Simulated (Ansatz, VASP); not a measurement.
**One calculation of PbSe, two programs**

The input INCAR:

```
SYSTEM = PbSe
PREC = Accurate
ENCUT = 520
EDIFF = 1E-6
ISMEAR = 0
SIGMA = 0.05
LREAL = .False.
LASPH = .True.
NELM = 60
ALGO = Normal
ISIF = 2
LWAVE = .False.
LCHARG = .True.
GGA = PE
LELF = .True.
LVHAR = .True.
NBANDS = 17
```

The input KPOINTS:

```
regular mesh
0
Gamma
  10 10 10
  0 0 0
```

File POSCAR:

```
PbSe
1.0
    0.0000000000      3.0161565070      3.0161565070
    3.0161565070      0.0000000000      3.0161565070
    3.0161565070      3.0161565070      0.0000000000
Pb Se
1 1
Direct
    0.0000000000      0.0000000000      0.0000000000
    0.5000000000      0.5000000000      0.5000000000
```

Input for Ansatz:

```yaml
crystal:
  lattice:
    - [0.0, 3.016156507, 3.016156507]
    - [3.016156507, 0.0, 3.016156507]
    - [3.016156507, 3.016156507, 0.0]
  atoms:
    - { symbol: Pb, position: [0.0, 0.0, 0.0] }
    - { symbol: Se, position: [0.5, 0.5, 0.5] }
basis:
  ecutwfc: 420
kpoints:
  mp_grid: { grid: [10, 10, 10] }
hamiltonian:
  xc: pbe
scf:
  occupations: { method: gaussian, width: 0.05 }
output:
  forces: true
  stress: true
  eigenvalues: true
```

Alike in both runs: task single point; functional PBE; k mesh 10 × 10 × 10; occupations gaussian, width 0.05 eV; no spin polarisation.

|  | VASP | Ansatz |
| --- | --- | --- |
| version | VASP 6.6.1 | Ansatz 0.2.0 |
| potentials or method | VASP PAW PBE potentials, release 64 (Pb_d, Se), cutoff 520 eV | scalar-relativistic, plane waves, PAW |
| valence electrons in the cell | 20 | 30 |

```tsv
	VASP	Ansatz	Ansatz less VASP
gap on the k mesh at the Fermi level (eV)	0.13	0.13	-0.005
least direct gap on the mesh (eV)	0.13	0.13	-0.005
pressure (GPa)	5.2	5.2	+0.02
```

With one functional, cell and mesh, what is left measures potentials, basis and numerics. VASP's potentials hold 20 valence electrons a cell and Ansatz's 30, so a difference there can come from the potentials and not from the codes.

Neither program's run includes spin-orbit coupling.
